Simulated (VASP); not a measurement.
Runs of VASP 6.6.1 on Ta. The structure is that of space group Pm-3m (No. 221), or close to it. The cells are those of the table. 

```tsv
task	spin	cell	k mesh for the DOS	occupations for the DOS	gap on the mesh (eV)	pressure (GPa)
single point	off	a = 2.708 Å, 1 atom	-	-	none	0.2
single point	off	a = 2.514 Å, 1 atom	-	-	none	(a)
single point	off	a = 2.149 Å, 1 atom	-	-	none	444.5
single point	collinear, ferromagnetic start	a = 2.708 Å, 1 atom	-	-	none	0.2
single point	off	a = 2.615 Å, 1 atom	-	-	none	20.0
```

Alike in all rows: level PBEsol; potentials or basis VASP PAW PBE potentials, release 64 (Ta_pv); k mesh 14 × 14 × 14; cutoff (eV) 520; smearing fermi-dirac 0.05 eV.

Task: Fill in the values left out.

Result: (a) 53.8.

Caveats: the PAW data sets were made with another functional, which shifts forces and pressure a little; spin-orbit coupling is left out, which moves the levels of the heavy elements.

A k mesh can miss the band edges, and the runs leave out spin-orbit coupling on Ta.

A gap of «none» marks levels without a gap at the run's occupations.
